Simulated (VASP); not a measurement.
# SrGaSi (P-6m2) in VASP: further runs

The runs below take SrGaSi through single point, with LDA.

All numbers are computed with VASP 6.6.1; they aren't measurements. Logs are shortened: lines on timing, memory, paths and dates and some standing lists are left out, and cuts for length are marked.

**1. The cell of the first run**

Symmetry: P-6m2, No. 187, hexagonal system. The conventional cell has a = 4.180 Å, b = 4.180 Å, c = 4.736 Å, α = 90.00°, β = 90.00°, γ = 120.00°. Sr (site symmetry -6m2) has 6 Ga at 3.38 Å and 6 Si at 3.38 Å and 6 Sr at 4.18 Å within 4.4 Å. Within 3.2 Å of Ga (site symmetry -6m2) lie 3 Si at 2.41 Å. Within 3.2 Å of Si (site symmetry -6m2) lie 3 Ga at 2.41 Å.

**2. Single point, LDA**

The input, INCAR:

```
SYSTEM = SrGaSi
  ALGO = Normal
  EDIFF = 1E-7
  ENCUT = 520
  ISIF = 2
  ISMEAR = -1
  LASPH = .TRUE.
  LCHARG = .FALSE.
  LREAL = .FALSE.
  LWAVE = .FALSE.
  NBANDS = 20
  NELM = 60
  PREC = Accurate
  SIGMA = 0.1
```

The input, KPOINTS:

```
k-points
0
G
  9 9 7
  0 0 0
```

The input, POSCAR:

```
SrGaSi
1.0
    4.1795772300      0.0000000000      0.0000000000
   -2.0897886200      3.6196200600      0.0000000000
    0.0000000000      0.0000000000      4.7358166600
Sr Ga Si
1 1 1
Direct
    0.0000000000      0.0000000000      0.0000000000
    0.3333333300      0.6666666700      0.5000000000
    0.6666666700      0.3333333300      0.5000000000
```

Potentials or basis: VASP PAW LDA potentials, release 64 (Sr_sv, Ga_d, Si).

Command:

```sh
$ cat potpaw_LDA.64/Sr_sv/POTCAR potpaw_LDA.64/Ga_d/POTCAR potpaw_LDA.64/Si/POTCAR > POTCAR
$ mpirun -np 1 vasp_std > vasp.out
```

OUTCAR:

```text
SYSTEM = SrGaSi
   EDIFF = 1E-7
   ENCUT = 520
   ISIF = 2
   ISMEAR = -1
   LASPH = .TRUE.
   LREAL = .FALSE.
   NELM = 60
   PREC = Accurate

 ion  position               nearest neighbor table
   1  0.000  0.000  0.000-   2 3.38   3 3.38   2 3.38   3 3.38   3 3.38   3 3.38   2 3.38   2 3.38
                             3 3.38   3 3.38   2 3.38   2 3.38
   2  0.333  0.667  0.500-   3 2.41   3 2.41   3 2.41   1 3.38   1 3.38   1 3.38   1 3.38   1 3.38
                             1 3.38
   3  0.667  0.333  0.500-   2 2.41   2 2.41   2 2.41   1 3.38   1 3.38   1 3.38   1 3.38   1 3.38
                             1 3.38

  LATTYP: Found a hexagonal cell.
 ALAT       =     4.1795772300
 C/A-ratio  =     1.1330850944

  Lattice vectors:

 A1 = (   4.1795772300,   0.0000000000,   0.0000000000)
 A2 = (  -2.0897886200,   3.6196200600,   0.0000000000)
 A3 = (   0.0000000000,   0.0000000000,   4.7358166600)

Analysis of symmetry for initial positions (statically):
=====================================================================
 Subroutine PRICEL returns:
 Original cell was already a primitive cell.

 Routine SETGRP: Setting up the symmetry group for a
 hexagonal supercell.

 Subroutine GETGRP returns: Found 12 space group operations
 (whereof 12 operations were pure point group operations)
 out of a pool of 24 trial point group operations.

The static configuration has the point symmetry D_3h.

Analysis of symmetry for dynamics (positions and initial velocities):
=====================================================================
 Subroutine PRICEL returns:
 Original cell was already a primitive cell.

 Routine SETGRP: Setting up the symmetry group for a
 hexagonal supercell.

 Subroutine GETGRP returns: Found 12 space group operations
 (whereof 12 operations were pure point group operations)
 out of a pool of 24 trial point group operations.

The dynamic configuration has the point symmetry D_3h.

 Subroutine INISYM returns: Found 12 space group operations
 (whereof 12 operations are pure point group operations),
 and found     1 'primitive' translations

----------------------------------------------------------------------------------------

                                     Primitive cell

  volume of cell :      71.6457

  direct lattice vectors                    reciprocal lattice vectors
     4.179577230  0.000000000  0.000000000     0.239258649  0.138136045  0.000000000
    -2.089788620  3.619620060  0.000000000     0.000000000  0.276272090  0.000000000
     0.000000000  0.000000000  4.735816660     0.000000000  0.000000000  0.211156823

  length of vectors
     4.179577230  4.179577234  4.735816660     0.276272091  0.276272090  0.211156823

  position of ions in fractional coordinates (direct lattice)
     0.000000000  0.000000000  0.000000000
     0.333333330  0.666666670  0.500000000
     0.666666670  0.333333330  0.500000000

  ion indices of the primitive-cell ions
   primitive index   ion index
                 1           1
                 2           2
                 3           3

----------------------------------------------------------------------------------------

 KPOINTS: k-points

Automatic generation of k-mesh.
 Grid dimensions read from file:
 generate k-points for:    9    9    7

 Generating k-lattice:

  Cartesian coordinates                     Fractional coordinates (reciprocal lattice)
     0.026584294  0.015348449  0.000000000     0.111111111  0.000000000  0.000000000
     0.000000000  0.030696899  0.000000000     0.000000000  0.111111111  0.000000000
     0.000000000  0.000000000  0.030165260     0.000000000  0.000000000  0.142857143

  Length of vectors
     0.030696899  0.030696899  0.030165260

  Shift w.r.t. Gamma in fractional coordinates (k-lattice)
     0.000000000  0.000000000  0.000000000

 Subroutine IBZKPT returns following result:
 ===========================================

 Found     48 irreducible k-points:

 Following reciprocal coordinates:
            Coordinates               Weight
  0.000000  0.000000  0.000000      1.000000
  0.111111  0.000000  0.000000      6.000000
  0.222222  0.000000  0.000000      6.000000
  0.333333  0.000000  0.000000      6.000000
  0.444444  0.000000  0.000000      6.000000
  0.111111  0.111111  0.000000      6.000000
[... 16 lines left out ...]
  0.333333  0.222222  0.142857     24.000000
  0.333333  0.333333  0.142857      4.000000
 [... further k-points ...]
   k-points           NKPTS =     48   k-points in BZ     NKDIM =     48   number of bands    NBANDS=     20
   number of dos      NEDOS =    301   number of ions     NIONS =      3
   total plane-waves  NPLWV =  36864
   dimension x,y,z NGX =    32 NGY =   32 NGZ =   36
   dimension x,y,z NGXF=    64 NGYF=   64 NGZF=   72
   ions per type =               1   1   1
   NGX,Y,Z   is equivalent  to a cutoff of  12.73, 12.73, 12.64 a.u.
   NGXF,Y,Z  is equivalent  to a cutoff of  25.46, 25.46, 25.27 a.u.
 SYSTEM =  SrGaSi
   PREC   = accura    normal or accurate (medium, high low for compatibility)
   ISTART =      0    job   : 0-new  1-cont  2-samecut
   ICHARG =      2    charge: 1-file 2-atom 10-const
   ISPIN  =      1    spin polarized calculation?
   LNONCOLLINEAR =      F non collinear calculations
   LSORBIT =      F    spin-orbit coupling
   LASPH  =      T    aspherical Exc in radial PAW
   ENCUT  =  520.0 eV  38.22 Ry    6.18 a.u.   7.77  7.77  8.81*2*pi/ulx,y,z
   NELM   =     60;   NELMIN=  2; NELMDL= -5     # of ELM steps
   EDIFF  = 0.1E-06   stopping-criterion for ELM
   LREAL  =      F    real-space projection
   EDIFFG = 0.1E-05   stopping-criterion for IOM
   NSW    =      0    number of steps for IOM
   IBRION =     -1    ionic relax: 0-MD 1-quasi-New 2-CG
   NFREE  =      0    steps in history (QN), initial steepest desc. (CG)
   ISIF   =      2    stress and relaxation
   ISYM   =      2    0-nonsym 1-usesym 2-fastsym
   POTIM  = 0.5000    time-step for ionic-motion
   TEBEG  =    0.0;   TEEND  =   0.0 temperature during run
   PSTRESS=    0.0 pullay stress
   NELECT =      27.0000    total number of electrons
   NUPDOWN=      -1.0000    fix difference up-down
   EMIN   =  10.00;   EMAX   =-10.00  energy-range for DOS
   EFERMI =   0.00;   METHOD = LEGACY
   ISMEAR =    -1;   SIGMA  =   0.10  broadening in eV -4-tet -1-fermi 0-gaus
   EFERMI_NEDOS =   21; number of points for ismear=-14 and -15
   IALGO  =     38    algorithm
   IMIX   =      4    mixing-type and parameters
     AMIX     =   0.40;   BMIX     =  1.00
     AMIX_MAG =   1.60;   BMIX_MAG =  1.00
  volume/ion in A,a.u.               =      23.88       161.16
  Fermi-wavevector in a.u.,A,eV,Ry     =   1.182495  2.234592 19.024953  1.398295
  Thomas-Fermi vector in A             =   2.318748
   LORBIT       =      0    0 simple, 1 ext, 2 COOP (PROOUT), +10 PAW based schemes
   GGA     = CA    functional components
   LHFCALC =     F    Hartree Fock is set to
   AEXX    =    0.0000 exact exchange contribution
   IVDW    =     0    specifies the selected vdW correction
   LEPSILON=     F    determine dielectric tensor
   LRPA    =     F    only Hartree local field effects (RPA)
 non-spin polarized calculation
  energy-cutoff  :      520.00
  volume of cell :       71.65
 maximum number of plane-waves:      1950
 NGX is ok and might be reduce to    32
   NGX = 15   NGY = 15   NGZ = 17

 number of electron      26.9999989 magnetization

 Free energy of the ion-electron system (eV)
  ---------------------------------------------------
  ext. energy  EPLUGINS =         0.00000000
  ---------------------------------------------------
  free energy    TOTEN  =       -13.06883709 eV

  energy without entropy =      -13.03263308  energy(sigma->0) =      -13.05073508

 E-fermi :   4.5818     XC(G=0):  -9.9270

 val. band max:        4.4782717402   @ k =   0.2222   0.2222   0.2857
 cond. band min:       4.6439017399   @ k =   0.0000   0.0000   0.0000
 fundamental gap:      0.1656299997
 Fermi energy:         4.5817880811

 k-point     1 :       0.0000    0.0000    0.0000
  band No.  band energies     occupation
      1     -30.6746      2.00000
      2     -12.8966      2.00000
      3     -12.7162      2.00000
      4     -12.7162      2.00000
      5     -10.6345      2.00000
      6     -10.6345      2.00000
[... 12 lines left out ...]
     19       8.8021      0.00000
     20       8.8774      0.00000

 k-point     2 :       0.1111    0.0000    0.0000
  band No.  band energies     occupation
      1     -30.6729      2.00000
      2     -12.8926      2.00000
      3     -12.7462      2.00000
      4     -12.7223      2.00000
      5     -10.6382      2.00000
      6     -10.6316      2.00000
[... 12 lines left out ...]
     19       8.6554      0.00000
     20       8.7972      0.00000

 k-point     3 :       0.2222    0.0000    0.0000
  band No.  band energies     occupation
      1     -30.6686      2.00000
      2     -12.8822      2.00000
      3     -12.8202      2.00000
      4     -12.7377      2.00000
      5     -10.6454      2.00000
      6     -10.6241      2.00000
[... 12 lines left out ...]
     19       8.3037      0.00000
     20       8.4818      0.00000

 k-point     4 :       0.3333    0.0000    0.0000
  band No.  band energies     occupation
      1     -30.6637      2.00000
      2     -12.9016      2.00000
      3     -12.8704      2.00000
      4     -12.7550      2.00000
      5     -10.6527      2.00000
      6     -10.6155      2.00000
[... 12 lines left out ...]
     19       9.0668      0.00000
     20      10.0882      0.00000

 k-point     5 :       0.4444    0.0000    0.0000
  band No.  band energies     occupation
      1     -30.6605      2.00000
      2     -12.9533      2.00000
      3     -12.8626      2.00000
      4     -12.7662      2.00000
      5     -10.6572      2.00000
      6     -10.6099      2.00000
[... 12 lines left out ...]
     19       9.8263      0.00000
     20      10.4154      0.00000

 k-point     6 :       0.1111    0.1111    0.0000
  band No.  band energies     occupation
      1     -30.6699      2.00000
      2     -12.8853      2.00000
      3     -12.7954      2.00000
      4     -12.7357      2.00000
      5     -10.6425      2.00000
      6     -10.6274      2.00000
[... 12 lines left out ...]
     19       8.8355      0.00000
     20       9.2497      0.00000

 k-point     7 :       0.2222    0.1111    0.0000
  band No.  band energies     occupation
      1     -30.6653      2.00000
      2     -12.8742      2.00000
      3     -12.8667      2.00000
      4     -12.7583      2.00000
      5     -10.6480      2.00000
      6     -10.6207      2.00000
[... 12 lines left out ...]
     19       8.7309      0.00000
     20       9.7324      0.00000
[... 277 lines left out ...]
 k-point    20 :       0.3333    0.1111    0.1429
  band No.  band energies     occupation
      1     -30.6609      2.00000
      2     -12.9234      2.00000
      3     -12.8764      2.00000
      4     -12.7778      2.00000
      5     -10.6525      2.00000
      6     -10.6138      2.00000
[... 12 lines left out ...]
     19       9.5191      0.00000
     20      10.2633      0.00000

 k-point    21 :       0.4444    0.1111    0.1429
  band No.  band energies     occupation
      1     -30.6593      2.00000
      2     -12.9462      2.00000
      3     -12.8718      2.00000
      4     -12.7858      2.00000
      5     -10.6542      2.00000
      6     -10.6108      2.00000
[... 12 lines left out ...]
     19       9.9696      0.00000
     20      10.3152      0.00000

 k-point    22 :       0.2222    0.2222    0.1429
  band No.  band energies     occupation
      1     -30.6612      2.00000
      2     -12.9018      2.00000
      3     -12.8767      2.00000
      4     -12.7949      2.00000
      5     -10.6484      2.00000
      6     -10.6176      2.00000
[... 12 lines left out ...]
     19       9.4263      0.00000
     20      10.4173      0.00000

 k-point    23 :       0.3333    0.2222    0.1429
  band No.  band energies     occupation
      1     -30.6588      2.00000
      2     -12.9177      2.00000
      3     -12.8702      2.00000
      4     -12.8263      2.00000
      5     -10.6485      2.00000
      6     -10.6145      2.00000
[... 12 lines left out ...]
     19       9.6542      0.00000
     20      10.2914      0.00000

 k-point    24 :       0.3333    0.3333    0.1429
  band No.  band energies     occupation
      1     -30.6579      2.00000
      2     -12.8815      2.00000
      3     -12.8796      2.00000
      4     -12.8677      2.00000
      5     -10.6458      2.00000
      6     -10.6153      2.00000
[... 12 lines left out ...]
     19       9.6567      0.00000
     20      10.0117      0.00000

 [... further k-points ...]
[... 5 lines left out ...]
  --------------------------------------------------------------------------------------
  -------------------------------------------------------------------------------------
  Total       -1.3786265     -1.3786265     -1.4462513      0.0000000     -0.0000000      0.0000000
  in kB      -30.8295363    -30.8295363    -32.3417955      0.0000000     -0.0000000      0.0000000
  external PRESSURE =     -31.3336227 kB  Pullay stress =       0.0000000 kB

 VOLUME and BASIS-vectors are now :
 -----------------------------------------------------------------------------
  energy-cutoff  :      520.00
  volume of cell :       71.65
      direct lattice vectors                 reciprocal lattice vectors
     4.179577230  0.000000000  0.000000000     0.239258649  0.138136045  0.000000000
    -2.089788620  3.619620060  0.000000000     0.000000000  0.276272090  0.000000000
     0.000000000  0.000000000  4.735816660     0.000000000  0.000000000  0.211156823

 POSITION                                       TOTAL-FORCE (eV/Angst)
 -----------------------------------------------------------------------------------
      0.00000      0.00000      0.00000         0.000000      0.000000      0.000000
     -0.00000      2.41308      2.36791        -0.000000     -0.000000      0.000000
      2.08979      1.20654      2.36791         0.000000     -0.000000      0.000000
 -----------------------------------------------------------------------------------
    total drift:                                0.000010     -0.000006     -0.000000

  FREE ENERGIE OF THE ION-ELECTRON SYSTEM (eV)
  ---------------------------------------------------
  free  energy   TOTEN  =       -13.0688370907 eV

  energy  without entropy=      -13.0326330758  energy(sigma->0) =      -13.05073508
```

Wall time 64 s (1 thread of Intel Xeon Platinum 8259CL at 2.50GHz (Skylake/Cascade Lake), shared host); peak memory 0.21 GiB.

What came out:

| Quantity | Value |
| --- | --- |
| Free energy | -13.0688 eV |
| Pressure | -3.1 GPa |
| Band gap on the k mesh | zero (an odd number of electrons rules out a gap without spin polarisation) |

Levels at points of the mesh, in eV from the Fermi level:
```csv
k point,band 10,band 11,band 12,band 13,band 14,band 15,band 16,band 17
"(0.00, 0.00, 0.00)",-10.44,-1.94,-1.28,-1.28,-0.27,0.06,2.76,2.76
```

Caveat: the cell stands under tension.

**3. Single point, LDA, non-collinear spin, zero start, spin-orbit coupling**

The input, INCAR:

```
SYSTEM = SrGaSi
  PREC = Accurate
  ENCUT = 520
  EDIFF = 1E-7
  ISMEAR = -1
  SIGMA = 0.1
  LREAL = .False.
  LASPH = .True.
  NELM = 150
  ALGO = Normal
  ISIF = 2
  LWAVE = .False.
  LCHARG = .False.
  MAGMOM = 0 0 0 0 0 0 0 0 0
  LORBIT = 11
  LSORBIT = .True.
  GGA_COMPAT = .False.
  LORBMOM = .True.
  NBANDS = 40
```

The input, KPOINTS:

```
regular mesh
0
Gamma
  9 9 7
  0 0 0
```

POSCAR is that of step 2.

Potentials or basis: VASP PAW LDA potentials, release 64 (Sr_sv, Ga_d, Si).

Command:

```sh
$ cat potpaw_LDA.64/Sr_sv/POTCAR potpaw_LDA.64/Ga_d/POTCAR potpaw_LDA.64/Si/POTCAR > POTCAR
$ mpirun -np 1 vasp_ncl > vasp.out
```

Wall time 9.1 min (1 thread of Intel Xeon Platinum 8259CL at 2.50GHz (Skylake/Cascade Lake), shared host); peak memory 0.47 GiB.

It converged, with:

```yaml
Free_energy: -13.1732 eV
Pressure: -3.2 GPa
Net_moment: 0.00 μB per cell
Valence_electrons_inside_the_program's_atomic_spheres: Sr 8.05; Ga 11.77; Si 1.66
```

Stress tensor (GPa, compression positive):
```
-3.12  0.00  0.00
 0.00 -3.12  0.00
 0.00  0.00 -3.26
```

Moments on the atoms (μB; x, y, z):
```
Sr  0.00 0.00 0.00
Ga  0.00 0.00 0.00
Si  0.00 0.00 0.00
```

Caveat: the cell stands under tension.
